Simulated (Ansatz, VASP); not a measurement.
**ReBi: VASP beside Ansatz**

```
CELL_PARAMETERS angstrom
0.00000 3.08889 3.08889
3.08889 0.00000 3.08889
3.08889 3.08889 0.00000
ATOMIC_POSITIONS crystal
Re 0.00000 0.00000 0.00000
Bi 0.25000 0.25000 0.25000
```

Alike in both runs: task single point; functional PBE; k mesh 10 × 10 × 10; occupations gaussian, width 0.05 eV; no spin polarisation.

|  | VASP | Ansatz |
| --- | --- | --- |
| version | VASP 6.6.1 | Ansatz 0.2.0 |
| potentials or method | VASP PAW PBE potentials, release 64 (Re, Bi_d), cutoff 520 eV | scalar-relativistic, plane waves, PAW |
| valence electrons in the cell | 22 | 30 |

```tsv
	VASP	Ansatz	Ansatz less VASP
gap on the k mesh at the Fermi level (eV)	none	none	-
pressure (GPa)	1.7	1.7	0.00
```

A gap of «none» marks a metal or a gap that the smearing closes. With one functional, cell and mesh, what is left measures potentials, basis and numerics. VASP's potentials hold 22 valence electrons a cell and Ansatz's 30, so a difference there can come from the potentials and not from the codes.

Spin-orbit coupling is off throughout.
